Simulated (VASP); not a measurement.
# Ga (P6_3/mmc) in VASP: a series of runs

Runs on Ga. Level: PBE. Tasks: single point.

Everything below comes from runs of VASP 6.6.1. Logs are shortened: lines on timing, memory, paths and dates and some standing lists are left out, and cuts for length are marked.

### Step 1. The cell of the first run

It takes space group P6_3/mmc (No. 194, hexagonal). The conventional cell has a = 2.768 Å, b = 2.768 Å, c = 4.571 Å, α = 90.00°, β = 90.00°, γ = 120.00°. Within 3.6 Å of Ga (site symmetry -6m2) lie 12 Ga at 2.77 to 2.79 Å.

This isn't the form of Ga at room conditions, which is orthorhombic.

### Step 2. Single point, PBE

INCAR

```
  PREC = Accurate
  ENCUT = 520
  EDIFF = 1E-6
  ISMEAR = -1
  SIGMA = 0.08
  LREAL = False
  LASPH = True
  NELM = 80
  ALGO = Normal
  ISIF = 2
  LWAVE = False
  LCHARG = False
  GGA = PE
  NBANDS = 20
```

KPOINTS

```
regular mesh
0
Gamma
  16 16 9
```

POSCAR

```
Ga
1.0
    2.7682089241      0.0000000000      0.0000000000
   -1.3841044620      2.3973392512      0.0000000000
    0.0000000000      0.0000000000      4.5708922948
Ga
2
Direct
    0.3333333333      0.6666666667      0.2500000000
    0.6666666667      0.3333333333      0.7500000000
```

Potentials or basis: VASP PAW PBE potentials, release 64 (Ga_d).

Run with:

```sh
cat potpaw_PBE.64/Ga_d/POTCAR > POTCAR
mpirun -np 1 vasp_std > vasp.out
```

OUTCAR:

```text
PREC = Accurate
   ENCUT = 520
   EDIFF = 1E-6
   ISMEAR = -1
   LREAL = False
   LASPH = True
   NELM = 80
   ISIF = 2
   GGA = PE

 ion  position               nearest neighbor table
   1  0.333  0.667  0.250-   2 2.79   2 2.79   2 2.79   2 2.79   2 2.79   2 2.79
   2  0.667  0.333  0.750-   1 2.79   1 2.79   1 2.79   1 2.79   1 2.79   1 2.79

  LATTYP: Found a hexagonal cell.
 ALAT       =     2.7682089241
 C/A-ratio  =     1.6512092910

  Lattice vectors:

 A1 = (   2.7682089241,   0.0000000000,   0.0000000000)
 A2 = (  -1.3841044620,   2.3973392512,   0.0000000000)
 A3 = (   0.0000000000,   0.0000000000,   4.5708922948)

Analysis of symmetry for initial positions (statically):
=====================================================================
 Subroutine PRICEL returns:
 Original cell was already a primitive cell.

 Routine SETGRP: Setting up the symmetry group for a
 hexagonal supercell.

 Subroutine GETGRP returns: Found 24 space group operations
 (whereof 12 operations were pure point group operations)
 out of a pool of 24 trial point group operations.

The static configuration has the point symmetry D_3d.
 The point group associated with its full space group is D_6h.

Analysis of symmetry for dynamics (positions and initial velocities):
=====================================================================
 Subroutine PRICEL returns:
 Original cell was already a primitive cell.

 Routine SETGRP: Setting up the symmetry group for a
 hexagonal supercell.

 Subroutine GETGRP returns: Found 24 space group operations
 (whereof 12 operations were pure point group operations)
 out of a pool of 24 trial point group operations.

The dynamic configuration has the point symmetry D_3d.
 The point group associated with its full space group is D_6h.

 Subroutine INISYM returns: Found 24 space group operations
 (whereof 12 operations are pure point group operations),
 and found     1 'primitive' translations

----------------------------------------------------------------------------------------

                                     Primitive cell

  volume of cell :      30.3340

  direct lattice vectors                    reciprocal lattice vectors
     2.768208924  0.000000000  0.000000000     0.361244410  0.208564557  0.000000000
    -1.384104462  2.397339251  0.000000000     0.000000000  0.417129115  0.000000000
[... 74 lines left out ...]
   NGXF,Y,Z  is equivalent  to a cutoff of  28.83, 28.83, 26.19 a.u.
 SYSTEM =  unknown system
   PREC   = accura    normal or accurate (medium, high low for compatibility)
   ISTART =      0    job   : 0-new  1-cont  2-samecut
   ICHARG =      2    charge: 1-file 2-atom 10-const
   ISPIN  =      1    spin polarized calculation?
   LNONCOLLINEAR =      F non collinear calculations
   LSORBIT =      F    spin-orbit coupling
   LASPH  =      T    aspherical Exc in radial PAW
   ENCUT  =  520.0 eV  38.22 Ry    6.18 a.u.   5.15  5.15  8.50*2*pi/ulx,y,z
   NELM   =     80;   NELMIN=  2; NELMDL= -5     # of ELM steps
   EDIFF  = 0.1E-05   stopping-criterion for ELM
   LREAL  =      F    real-space projection
   EDIFFG = 0.1E-04   stopping-criterion for IOM
   NSW    =      0    number of steps for IOM
   IBRION =     -1    ionic relax: 0-MD 1-quasi-New 2-CG
   NFREE  =      0    steps in history (QN), initial steepest desc. (CG)
   ISIF   =      2    stress and relaxation
   ISYM   =      2    0-nonsym 1-usesym 2-fastsym
   POTIM  = 0.5000    time-step for ionic-motion
   TEBEG  =    0.0;   TEEND  =   0.0 temperature during run
   PSTRESS=    0.0 pullay stress
   NELECT =      26.0000    total number of electrons
   NUPDOWN=      -1.0000    fix difference up-down
   EMIN   =  10.00;   EMAX   =-10.00  energy-range for DOS
   EFERMI =   0.00;   METHOD = LEGACY
   ISMEAR =    -1;   SIGMA  =   0.08  broadening in eV -4-tet -1-fermi 0-gaus
   EFERMI_NEDOS =   21; number of points for ismear=-14 and -15
   IALGO  =     38    algorithm
   IMIX   =      4    mixing-type and parameters
     AMIX     =   0.40;   BMIX     =  1.00
     AMIX_MAG =   1.60;   BMIX_MAG =  1.00
  volume/ion in A,a.u.               =      15.17       102.35
  Fermi-wavevector in a.u.,A,eV,Ry     =   1.555092  2.938698 32.903132  2.418312
  Thomas-Fermi vector in A             =   2.659084
   LORBIT       =      0    0 simple, 1 ext, 2 COOP (PROOUT), +10 PAW based schemes
   GGA     = PE    functional components
   LHFCALC =     F    Hartree Fock is set to
   AEXX    =    0.0000 exact exchange contribution
   IVDW    =     0    specifies the selected vdW correction
   LEPSILON=     F    determine dielectric tensor
   LRPA    =     F    only Hartree local field effects (RPA)
 non-spin polarized calculation
  energy-cutoff  :      520.00
  volume of cell :       30.33
 maximum number of plane-waves:       834
 NGX is ok and might be reduce to    24
   NGX = 11   NGY = 11   NGZ = 17

 number of electron      26.0000011 magnetization

 Free energy of the ion-electron system (eV)
  ---------------------------------------------------
  ext. energy  EPLUGINS =         0.00000000
  ---------------------------------------------------
  free energy    TOTEN  =        -5.39781696 eV

  energy without entropy =       -5.38619907  energy(sigma->0) =       -5.39200802

 E-fermi :   7.8910     XC(G=0): -12.1553

 val. band max:        7.8479297888   @ k =   0.3750   0.2500   0.2222
 cond. band min:       7.9124664188   @ k =   0.2500   0.0000   0.2222
 fundamental gap:      0.0645366300
 Fermi energy:         7.8910158680

 k-point     1 :       0.0000    0.0000    0.0000
  band No.  band energies     occupation
      1      -7.5519      2.00000
      2      -7.3742      2.00000
      3      -7.3357      2.00000
      4      -7.3357      2.00000
      5      -7.2966      2.00000
      6      -7.2966      2.00000
[... 541 lines left out ...]
     19      17.7804      0.00000
     20      24.3038      0.00000

 [... further k-points ...]
[... 5 lines left out ...]
  --------------------------------------------------------------------------------------
  -------------------------------------------------------------------------------------
  Total        3.6411214      3.6411214      3.6386632      0.0000000     -0.0000000      0.0000000
  in kB      192.3164298    192.3164298    192.1865929      0.0000000     -0.0000000      0.0000000
  external PRESSURE =     192.2731508 kB  Pullay stress =       0.0000000 kB

 VOLUME and BASIS-vectors are now :
 -----------------------------------------------------------------------------
  energy-cutoff  :      520.00
  volume of cell :       30.33
      direct lattice vectors                 reciprocal lattice vectors
     2.768208924  0.000000000  0.000000000     0.361244410  0.208564557  0.000000000
    -1.384104462  2.397339251  0.000000000     0.000000000  0.417129115  0.000000000
     0.000000000  0.000000000  4.570892295     0.000000000  0.000000000  0.218775665

 POSITION                                       TOTAL-FORCE (eV/Angst)
 -----------------------------------------------------------------------------------
     -0.00000      1.59823      1.14272         0.000000     -0.000000      0.000000
      1.38410      0.79911      3.42817        -0.000000      0.000000      0.000000
 -----------------------------------------------------------------------------------
    total drift:                                0.000000     -0.000000      0.000000

  FREE ENERGIE OF THE ION-ELECTRON SYSTEM (eV)
  ---------------------------------------------------
  free  energy   TOTEN  =        -5.3978169649 eV

  energy  without entropy=       -5.3861990690  energy(sigma->0) =       -5.39200802
```

OSZICAR:

```text
N       E                     dE             d eps       ncg     rms          rms(c)
DAV:   1     0.124837658371E+03    0.12484E+03   -0.13035E+04  6696   0.261E+03
DAV:   2     0.472060777530E+01   -0.12012E+03   -0.11679E+03  6148   0.376E+02
DAV:   3    -0.534604222812E+01   -0.10067E+02   -0.10008E+02  6796   0.913E+01
DAV:   4    -0.547684211980E+01   -0.13080E+00   -0.13073E+00  6964   0.114E+01
DAV:   5    -0.547906696110E+01   -0.22248E-02   -0.22247E-02  7076   0.144E+00    0.154E+00
DAV:   6    -0.541608058675E+01    0.62986E-01   -0.95085E-02  7988   0.597E+00    0.755E-01
DAV:   7    -0.539972123256E+01    0.16359E-01   -0.19868E-02  9008   0.218E+00    0.182E-01
DAV:   8    -0.539781619497E+01    0.19050E-02   -0.20728E-03  7096   0.687E-01    0.132E-02
DAV:   9    -0.539781494381E+01    0.12512E-05   -0.43717E-05  7944   0.638E-02    0.589E-03
DAV:  10    -0.539781712525E+01   -0.21814E-05   -0.20040E-06  5284   0.200E-02    0.416E-04
DAV:  11    -0.539781696488E+01    0.16037E-06   -0.17758E-07  4032   0.624E-03
   1 F= -.53978170E+01 E0= -.53920080E+01  d E =-.116179E-01
```

stdout:

```text
POSCAR found type information on POSCAR Ga
 POSCAR found :  1 types and       2 ions
 scaLAPACK will be used
 LDA part: xc-table for (Slater+PW92), standard interpolation
 POSCAR, INCAR and KPOINTS ok, starting setup
 FFT: planning ... GRIDC
 FFT: planning ... GRID_SOFT
 FFT: planning ... GRID
 WAVECAR not read
 entering main loop
```

It took 25 s on 1 thread of Intel Xeon 6975P-C (Granite Rapids), shared host; peak memory 0.2 GiB.

What came out:

```
Free energy            : -5.3978 eV
Pressure               : 19.2 GPa
Band gap on the k mesh : zero (bands 13 and 14 overlap by 7.36 eV)
```

Caveat: the cell stands under pressure.

### Step 3. Single point, PBE

INCAR

```
SYSTEM = Ga
PREC     = Accurate       ! precision mode
ENCUT    = 520            ! plane-wave cutoff, eV
EDIFF    = 1E-6           ! SCF threshold, eV
ISMEAR   = -1             ! smearing method
SIGMA    = 0.08           ! smearing width, eV
LREAL    = .FALSE.        ! projectors in reciprocal space
LASPH    = .TRUE.         ! aspherical terms in the spheres
NELM     = 100            ! most SCF steps
ALGO     = Normal         ! electronic algorithm
ISIF     = 2              ! what is computed and relaxed
LWAVE    = .FALSE.        ! write WAVECAR
LCHARG   = .TRUE.         ! write CHGCAR
GGA      = PE             ! functional
LELF     = .TRUE.         ! ELF
LVHAR    = .TRUE.       
NBANDS   = 20             ! bands
```

KPOINTS

```
Automatic mesh
0
G
  16 16 9
  0 0 0
```

POSCAR

```
Ga
1.0
    2.7686588369      0.0000000000      0.0000000000
   -1.3843294184      2.3977288872      0.0000000000
    0.0000000000      0.0000000000      4.5719422183
Ga
2
Direct
    0.3333333333      0.6666666667      0.2500000000
    0.6666666667      0.3333333333      0.7500000000
```

Potentials or basis: VASP PAW PBE potentials, release 64 (Ga_d).

Run with:

```sh
cat potpaw_PBE.64/Ga_d/POTCAR > POTCAR
mpirun -np 1 vasp_std > vasp.out
```

OUTCAR:

```text
SYSTEM = Ga
   PREC = Accurate
   ENCUT = 520
   EDIFF = 1E-6
   ISMEAR = -1
   LREAL = .FALSE.
   LASPH = .TRUE.
   NELM = 100
   ISIF = 2
   GGA = PE

 ion  position               nearest neighbor table
   1  0.333  0.667  0.250-   2 2.79   2 2.79   2 2.79   2 2.79   2 2.79   2 2.79
   2  0.667  0.333  0.750-   1 2.79   1 2.79   1 2.79   1 2.79   1 2.79   1 2.79

  LATTYP: Found a hexagonal cell.
 ALAT       =     2.7686588369
 C/A-ratio  =     1.6513201834

  Lattice vectors:

 A1 = (   2.7686588369,   0.0000000000,   0.0000000000)
 A2 = (  -1.3843294184,   2.3977288872,   0.0000000000)
 A3 = (   0.0000000000,   0.0000000000,   4.5719422183)

Analysis of symmetry for initial positions (statically):
=====================================================================
 Subroutine PRICEL returns:
 Original cell was already a primitive cell.

 Routine SETGRP: Setting up the symmetry group for a
 hexagonal supercell.

 Subroutine GETGRP returns: Found 24 space group operations
 (whereof 12 operations were pure point group operations)
 out of a pool of 24 trial point group operations.

The static configuration has the point symmetry D_3d.
 The point group associated with its full space group is D_6h.

Analysis of symmetry for dynamics (positions and initial velocities):
=====================================================================
 Subroutine PRICEL returns:
 Original cell was already a primitive cell.

 Routine SETGRP: Setting up the symmetry group for a
 hexagonal supercell.

 Subroutine GETGRP returns: Found 24 space group operations
 (whereof 12 operations were pure point group operations)
 out of a pool of 24 trial point group operations.

The dynamic configuration has the point symmetry D_3d.
 The point group associated with its full space group is D_6h.

 Subroutine INISYM returns: Found 24 space group operations
[... 104 lines left out ...]
   ISYM   =      2    0-nonsym 1-usesym 2-fastsym
   POTIM  = 0.5000    time-step for ionic-motion
   TEBEG  =    0.0;   TEEND  =   0.0 temperature during run
   PSTRESS=    0.0 pullay stress
   NELECT =      26.0000    total number of electrons
   NUPDOWN=      -1.0000    fix difference up-down
   EMIN   =  10.00;   EMAX   =-10.00  energy-range for DOS
   EFERMI =   0.00;   METHOD = LEGACY
   ISMEAR =    -1;   SIGMA  =   0.08  broadening in eV -4-tet -1-fermi 0-gaus
   EFERMI_NEDOS =   21; number of points for ismear=-14 and -15
   IALGO  =     38    algorithm
   IMIX   =      4    mixing-type and parameters
     AMIX     =   0.40;   BMIX     =  1.00
     AMIX_MAG =   1.60;   BMIX_MAG =  1.00
  volume/ion in A,a.u.               =      15.18       102.41
  Fermi-wavevector in a.u.,A,eV,Ry     =   1.554805  2.938155 32.890967  2.417418
  Thomas-Fermi vector in A             =   2.658838
   LORBIT       =      0    0 simple, 1 ext, 2 COOP (PROOUT), +10 PAW based schemes
   GGA     = PE    functional components
   LHFCALC =     F    Hartree Fock is set to
   AEXX    =    0.0000 exact exchange contribution
   IVDW    =     0    specifies the selected vdW correction
   LEPSILON=     F    determine dielectric tensor
   LRPA    =     F    only Hartree local field effects (RPA)
 non-spin polarized calculation
  energy-cutoff  :      520.00
  volume of cell :       30.35
 maximum number of plane-waves:       834
 NGX is ok and might be reduce to    24
   NGX = 11   NGY = 11   NGZ = 17

 number of electron      26.0000011 magnetization

 Free energy of the ion-electron system (eV)
  ---------------------------------------------------
  ext. energy  EPLUGINS =         0.00000000
  ---------------------------------------------------
  free energy    TOTEN  =        -5.39983254 eV

  energy without entropy =       -5.38821024  energy(sigma->0) =       -5.39402139

 E-fermi :   7.8845     XC(G=0): -12.1523

 val. band max:        7.8414107621   @ k =   0.3750   0.2500   0.2222
 cond. band min:       7.9051181843   @ k =   0.2500   0.0000   0.2222
 fundamental gap:      0.0637074222
 Fermi energy:         7.8844670836

 k-point     1 :       0.0000    0.0000    0.0000
  band No.  band energies     occupation
      1      -7.5569      2.00000
      2      -7.3797      2.00000
      3      -7.3412      2.00000
      4      -7.3412      2.00000
      5      -7.3021      2.00000
      6      -7.3021      2.00000
[... 541 lines left out ...]
     19      17.7720      0.00000
     20      24.2928      0.00000

 [... further k-points ...]
[... 5 lines left out ...]
  --------------------------------------------------------------------------------------
  -------------------------------------------------------------------------------------
  Total        3.6302184      3.6302184      3.6251104      0.0000000     -0.0000000      0.0000000
  in kB      191.6342312    191.6342312    191.3645823      0.0000000     -0.0000000      0.0000000
  external PRESSURE =     191.5443482 kB  Pullay stress =       0.0000000 kB

 VOLUME and BASIS-vectors are now :
 -----------------------------------------------------------------------------
  energy-cutoff  :      520.00
  volume of cell :       30.35
      direct lattice vectors                 reciprocal lattice vectors
     2.768658837  0.000000000  0.000000000     0.361185707  0.208530665  0.000000000
    -1.384329418  2.397728887  0.000000000     0.000000000  0.417061331  0.000000000
     0.000000000  0.000000000  4.571942218     0.000000000  0.000000000  0.218725424

 POSITION                                       TOTAL-FORCE (eV/Angst)
 -----------------------------------------------------------------------------------
     -0.00000      1.59849      1.14299         0.000000     -0.000000      0.000000
      1.38433      0.79924      3.42896        -0.000000      0.000000      0.000000
 -----------------------------------------------------------------------------------
    total drift:                               -0.000000      0.000000      0.000000

  FREE ENERGIE OF THE ION-ELECTRON SYSTEM (eV)
  ---------------------------------------------------
  free  energy   TOTEN  =        -5.3998325432 eV

  energy  without entropy=       -5.3882102371  energy(sigma->0) =       -5.39402139
```

OSZICAR:

```text
N       E                     dE             d eps       ncg     rms          rms(c)
DAV:   1     0.129612096614E+03    0.12961E+03   -0.13101E+04  6500   0.262E+03
DAV:   2     0.506808171196E+01   -0.12454E+03   -0.12106E+03  6232   0.386E+02
DAV:   3    -0.534136031853E+01   -0.10409E+02   -0.10349E+02  6720   0.928E+01
DAV:   4    -0.547875825239E+01   -0.13740E+00   -0.13732E+00  7048   0.117E+01
DAV:   5    -0.548099582278E+01   -0.22376E-02   -0.22374E-02  6928   0.144E+00    0.154E+00
DAV:   6    -0.541807528391E+01    0.62921E-01   -0.94985E-02  7976   0.596E+00    0.754E-01
DAV:   7    -0.540173305266E+01    0.16342E-01   -0.19830E-02  9040   0.217E+00    0.182E-01
DAV:   8    -0.539983143056E+01    0.19016E-02   -0.20821E-03  7064   0.689E-01    0.132E-02
DAV:   9    -0.539983053254E+01    0.89803E-06   -0.46121E-05  7960   0.648E-02    0.589E-03
DAV:  10    -0.539983270800E+01   -0.21755E-05   -0.21164E-06  5408   0.206E-02    0.416E-04
DAV:  11    -0.539983254320E+01    0.16480E-06   -0.17420E-07  3964   0.627E-03
   1 F= -.53998325E+01 E0= -.53940214E+01  d E =-.116223E-01
```

It took 29 s on 1 thread of Intel Xeon 6975P-C (Granite Rapids), shared host; peak memory 0.2 GiB.

What came out:

* Free energy: -5.3998 eV
* Pressure: 19.2 GPa
* Band gap on the k mesh: zero (bands 13 and 14 overlap by 7.36 eV)

Levels at points of the mesh, in eV from the Fermi level:
```tsv
k point	band 11	band 12	band 13	band 14	band 15	band 16
(0.00, 0.00, 0.00)	-12.96	-5.37	-5.26	11.76	11.76	13.89
(0.50, 0.00, 0.00)	-6.19	-5.85	0.58	0.86	1.18	3.17
```

Caveat: the cell stands under pressure.
